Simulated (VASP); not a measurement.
Runs of VASP 6.6.1 on GaSb3. The structure is that of space group C2/m (No. 12), or close to it. The cells are those of the table. 

```tsv
cell	gap on the mesh (eV)	pressure (GPa)	largest force (eV/Å)
a = 4.973, b = 4.834, c = 5.158 Å, angles 59.6, 60.5, 63.4°, 4 atoms	none	6.6	0.20
a = 4.883, b = 4.745, c = 5.158 Å, angles 58.9, 59.9, 64.8°, 4 atoms	none	11.0	(b)
a = 5.350, b = 5.212, c = 5.158 Å, angles 62.1, 62.9, 58.4°, 4 atoms	none	-3.2	(c)
a = 5.064, b = 4.926, c = 5.158 Å, angles 60.2, 61.2, 62.2°, 4 atoms	none	3.1	0.16
a = 4.974, b = 4.766, c = 5.159 Å, angles 60.0, 61.4, 63.9°, 4 atoms	none	6.9	(a)
```

Alike in all rows: task single point; level PBEsol; potentials or basis VASP PAW PBE potentials, release 64 (Ga_d, Sb); no spin polarisation; k mesh 10 × 10 × 10; cutoff (eV) 520; smearing gaussian 0.15 eV.

Q: Fill in the values left out.

A: (a) 0.30; (b) 0.23; (c) 0.09.

Caveats: the PAW data sets were made with another functional, which shifts forces and pressure a little; spin-orbit coupling is left out, which moves the levels of the heavy elements.

A k mesh can miss the band edges, and the runs leave out spin-orbit coupling on Ga, Sb.

A gap of «none» marks levels without a gap at the run's occupations.
